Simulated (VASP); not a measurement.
# HgTe in VASP: further runs, part 2 of 2

VASP 6.6.1.

**3. Single point, LDA (25.43 Å³/atom)**

This run uses another cell than the first one, of 25.43 Å³/atom.

INCAR reads:

```
SYSTEM = HgTe
PREC = Accurate ; ENCUT = 500
EDIFF = 1E-6 ; ISMEAR = -1
SIGMA = 0.08 ; LREAL = .FALSE.
LASPH = .TRUE. ; NELM = 120
ALGO = Normal ; ISIF = 2
LWAVE = .FALSE. ; LCHARG = .FALSE.
GGA = CA ; NBANDS = 16
GGA_COMPAT = .FALSE.
```

KPOINTS reads:

```
regular mesh
0
G
  10 10 10
  0 0 0
```

POSCAR reads:

```
HgTe
1.0
    0.0000000000      2.9408482460      2.9408482460
    2.9408482460      0.0000000000      2.9408482460
    2.9408482460      2.9408482460      0.0000000000
Hg Te
1 1
Direct
    0.0000000000      0.0000000000      0.0000000000
    0.5000000000      0.5000000000      0.5000000000
```

Potentials or basis: VASP PAW LDA potentials, release 64 (Hg, Te).

Launch:

```
$ cat potpaw_LDA.64/Hg/POTCAR potpaw_LDA.64/Te/POTCAR > POTCAR
$ mpirun -np 1 vasp_std > vasp.out
```

Run time: 14 s. Hardware: 1 thread of Intel Xeon 6975P-C (Granite Rapids), shared host; peak memory 0.17 GiB.

Results (log left out):

```
Free energy            : -4.9212 eV
Pressure               : 2.7 GPa
Band gap on the k mesh : zero (bands 9 and 10 overlap by 3.14 eV)
```

Levels at points of the mesh, in eV from the Fermi level:
```csv
k point,band 6,band 7,band 8,band 9,band 10,band 11,band 12,band 13
"(0.00, 0.00, 0.00)",-7.09,-0.87,-0.87,-0.87,-0.57,7.70,7.70,7.70
"(0.50, 0.00, 0.00)",-6.86,-5.99,0.41,0.41,2.42,3.75,3.75,4.21
"(0.50, 0.50, 0.00)",-5.97,-5.04,-2.96,-2.73,-2.73,4.67,9.69,9.69
```

Caveat: spin-orbit coupling is left out, which moves the levels of the heavy elements.

**4. Single point, LDA (26.43 Å³/atom)**

This run uses another cell than the first one, of 26.43 Å³/atom.

INCAR reads:

```
SYSTEM = HgTe
ALGO = Normal
EDIFF = 1E-6
ENCUT = 500
GGA = CA
GGA_COMPAT = .FALSE.
ISIF = 2
ISMEAR = -1
LASPH = .TRUE.
LCHARG = .FALSE.
LREAL = .FALSE.
LWAVE = .FALSE.
NBANDS = 16
NELM = 120
PREC = Accurate
SIGMA = 0.08
```

KPOINTS reads:

```
k-points
0
G
  10 10 10
  0 0 0
```

POSCAR reads:

```
HgTe
1.0
    0.0000000000      2.9787988607      2.9787988607
    2.9787988607      0.0000000000      2.9787988607
    2.9787988607      2.9787988607      0.0000000000
Hg Te
1 1
Direct
    0.0000000000      0.0000000000      0.0000000000
    0.5000000000      0.5000000000      0.5000000000
```

Launch:

```
$ cat potpaw_LDA.64/Hg/POTCAR potpaw_LDA.64/Te/POTCAR > POTCAR
$ mpirun -np 1 vasp_std > vasp.out
```

Run time: 27 s. Hardware: 1 thread of Intel Xeon 8259CL, shared host; peak memory 0.18 GiB.

The run converged. Its results:

```
Free energy            : -4.9375 eV
Pressure               : -0.1 GPa
Band gap on the k mesh : zero (bands 9 and 10 overlap by 2.92 eV)
```

Levels at points of the mesh, in eV from the Fermi level:
```
           k point  band 6  band 7  band 8  band 9  band 10  band 11  band 12  band 13
(0.00, 0.00, 0.00)   -6.91   -0.80   -0.80   -0.80    -0.75     7.68     7.68     7.68
(0.50, 0.00, 0.00)   -6.70   -5.81    0.37    0.37     2.48     3.82     3.82     4.01
(0.50, 0.50, 0.00)   -5.90   -4.75   -2.90   -2.55    -2.55     4.73     9.47     9.47
```

Caveat: spin-orbit coupling is left out, which moves the levels of the heavy elements.

**5. Single point, LDA (zz strain of -3 %)**

INCAR reads:

```
PREC = Accurate ; ENCUT = 500
EDIFF = 1E-6 ; ISMEAR = -1
SIGMA = 0.08 ; LREAL = F
LASPH = T ; NELM = 120
ALGO = Normal ; ISIF = 2
LWAVE = F ; LCHARG = F
NBANDS = 16 ; GGA_COMPAT = F
```

KPOINTS reads:

```
regular mesh
0
Gamma
  10 10 10
```

POSCAR reads:

```
HgTe
1.0
    0.0000000000      2.9215000000      2.8338550000
    2.9215000000      0.0000000000      2.8338550000
    2.9215000000      2.9215000000      0.0000000000
Hg Te
1 1
Direct
    0.0000000000      0.0000000000      0.0000000000
    0.5000000000      0.5000000000      0.5000000000
```

Launch:

```
$ cat potpaw_LDA.64/Hg/POTCAR potpaw_LDA.64/Te/POTCAR > POTCAR
$ mpirun -np 1 vasp_std > vasp.out
```

Run time: 85 s. Hardware: 1 thread of Intel Xeon 8259CL, shared host; peak memory 0.21 GiB.

The run converged. Its results:

| Item | Value |
| --- | --- |
| Free energy | -4.8291 eV |
| Pressure | 7.5 GPa |
| Band gap on the k mesh | zero (bands 9 and 10 overlap by 3.64 eV) |

Stress tensor (GPa, compression positive):
```
 5.89  0.00  0.00
 0.00  5.89  0.00
 0.00  0.00 10.78
```

Levels at points of the mesh, in eV from the Fermi level:
```csv
k point,band 5,band 6,band 7,band 8,band 9,band 10,band 11,band 12,band 13,band 14
"(0.00, 0.00, 0.00)",-7.37,-7.28,-1.12,-0.88,-0.88,-0.28,7.70,7.72,7.72,7.77
"(0.50, 0.00, 0.00)",-7.08,-7.08,-6.21,0.36,0.59,2.33,3.52,3.84,4.51,10.88
"(0.50, 0.50, 0.00)",-6.98,-5.98,-5.43,-3.20,-3.05,-3.05,4.47,9.91,9.91,10.68
"(0.50, 0.00, 0.50)",-6.95,-6.08,-5.43,-3.08,-2.93,-2.75,4.66,9.54,10.51,10.58
```

Caveat: the cell differs from its parent crystal (zz strain of -3 %); the cell stands under pressure; spin-orbit coupling is left out, which moves the levels of the heavy elements.

**6. Single point, LDA (zz strain of -1 %)**

INCAR reads:

```
SYSTEM = HgTe
ALGO     = Normal         ! electronic algorithm
EDIFF    = 1E-6           ! SCF threshold, eV
ENCUT    = 500            ! plane-wave cutoff, eV
GGA_COMPAT= .False.      
ISIF     = 2              ! what is computed and relaxed
ISMEAR   = -1             ! smearing method
LASPH    = .True.         ! aspherical terms in the spheres
LCHARG   = .False.        ! write CHGCAR
LREAL    = .False.        ! projectors in reciprocal space
LWAVE    = .False.        ! write WAVECAR
NBANDS   = 16             ! bands
NELM     = 120            ! most SCF steps
PREC     = Accurate       ! precision mode
SIGMA    = 0.08           ! smearing width, eV
```

KPOINTS reads:

```
k-points
0
Gamma
  10 10 10
  0 0 0
```

POSCAR reads:

```
HgTe
1.0
    0.0000000000      2.9215000000      2.8922850000
    2.9215000000      0.0000000000      2.8922850000
    2.9215000000      2.9215000000      0.0000000000
Hg Te
1 1
Direct
    0.0000000000      0.0000000000      0.0000000000
    0.5000000000      0.5000000000      0.5000000000
```

Potentials or basis: VASP PAW LDA potentials, release 64 (Hg, Te).

Launch:

```
$ cat potpaw_LDA.64/Hg/POTCAR potpaw_LDA.64/Te/POTCAR > POTCAR
$ mpirun -np 1 vasp_std > vasp.out
```

OUTCAR:

```text
SYSTEM = HgTe
   EDIFF = 1E-6
   ENCUT = 500
   ISIF = 2
   ISMEAR = -1
   LASPH = .True.
   LREAL = .False.
   NELM = 120
   PREC = Accurate

 ion  position               nearest neighbor table
   1  0.000  0.000  0.000-   2 2.89   2 2.89   2 2.92   2 2.92   2 2.92   2 2.92
   2  0.500  0.500  0.500-   1 2.89   1 2.89   1 2.92   1 2.92   1 2.92   1 2.92

  LATTYP: Found a body centered tetragonal cell.
 ALAT       =     4.1316249225
 C/A-ratio  =     1.4000714267

  Lattice vectors:

 A1 = (   0.0000000000,  -2.9215000000,  -2.8922850000)
 A2 = (   0.0000000000,   2.9215000000,  -2.8922850000)
 A3 = (   2.9215000000,   0.0000000000,   2.8922850000)

[... 634 lines left out ...]
     15      18.2393      0.00000
     16      18.3606      0.00000

 [... further k-points ...]
[... 5 lines left out ...]
  --------------------------------------------------------------------------------------
  -------------------------------------------------------------------------------------
  Total        1.4974870      1.4974870      1.9399361      0.0000000      0.0000000      0.0000000
  in kB       48.5949089     48.5949089     62.9528138      0.0000000      0.0000000      0.0000000
  external PRESSURE =      53.3808772 kB  Pullay stress =       0.0000000 kB

 VOLUME and BASIS-vectors are now :
 -----------------------------------------------------------------------------
  energy-cutoff  :      500.00
  volume of cell :       49.37
      direct lattice vectors                 reciprocal lattice vectors
     0.000000000  2.921500000  2.892285000    -0.171144960  0.171144960  0.172873697
     2.921500000  0.000000000  2.892285000     0.171144960 -0.171144960  0.172873697
     2.921500000  2.921500000  0.000000000     0.171144960  0.171144960 -0.172873697

 POSITION                                       TOTAL-FORCE (eV/Angst)
 -----------------------------------------------------------------------------------
      0.00000      0.00000      0.00000         0.000000     -0.000000      0.000000
      2.92150      2.92150      2.89229        -0.000000      0.000000     -0.000000
 -----------------------------------------------------------------------------------
    total drift:                               -0.000000      0.000000      0.000000

  FREE ENERGIE OF THE ION-ELECTRON SYSTEM (eV)
  ---------------------------------------------------
  free  energy   TOTEN  =        -4.8820665025 eV

  energy  without entropy=       -4.8697707453  energy(sigma->0) =       -4.87591862
```

Run time: 81 s. Hardware: 1 thread of Intel Xeon 8259CL, shared host; peak memory 0.21 GiB.

Results:

```yaml
Free_energy: -4.8821 eV
Pressure: 5.3 GPa
Band_gap_on_the_k_mesh: zero (bands 9 and 10 overlap by 3.38 eV)
```

Levels at points of the mesh, in eV from the Fermi level:
```tsv
k point	band 7	band 8	band 9	band 10	band 11	band 12
(0.00, 0.00, 0.00)	-0.98	-0.90	-0.90	-0.41	7.71	7.71
(0.50, 0.00, 0.00)	-6.12	0.41	0.49	2.38	3.65	3.75
(0.50, 0.50, 0.00)	-5.27	-3.06	-2.90	-2.90	4.58	9.84
(0.50, 0.00, 0.50)	-5.27	-2.97	-2.91	-2.80	4.64	9.72
```

Caveat: the cell differs from its parent crystal (zz strain of -1 %); the cell stands under pressure; spin-orbit coupling is left out, which moves the levels of the heavy elements.

**7. Summary**

| cell | gap on the mesh (eV) | pressure (GPa) |
| --- | --- | --- |
| a = 4.145 Å, angles 60.0°, 2 atoms | none | 3.5 |
| a = 4.159 Å, angles 60.0°, 2 atoms | none | 2.7 |
| a = 4.213 Å, angles 60.0°, 2 atoms | none | -0.1 |
| a = 4.070, b = 4.070, c = 4.132 Å, angles 59.5, 59.5, 61.0°, 2 atoms | none | 7.5 |
| a = 4.111, b = 4.111, c = 4.132 Å, angles 59.8, 59.8, 60.3°, 2 atoms | none | 5.3 |

Alike in all rows: task single point; level LDA; potentials or basis VASP PAW LDA potentials, release 64 (Hg, Te); no spin polarisation; k mesh 10 × 10 × 10; cutoff (eV) 500; smearing fermi-dirac 0.08 eV.

Caveats: spin-orbit coupling is left out, which moves the levels of the heavy elements; the cell stands under pressure (at least some runs).

Total energies depend on the potentials used, so only differences within one code and one set of settings carry meaning.
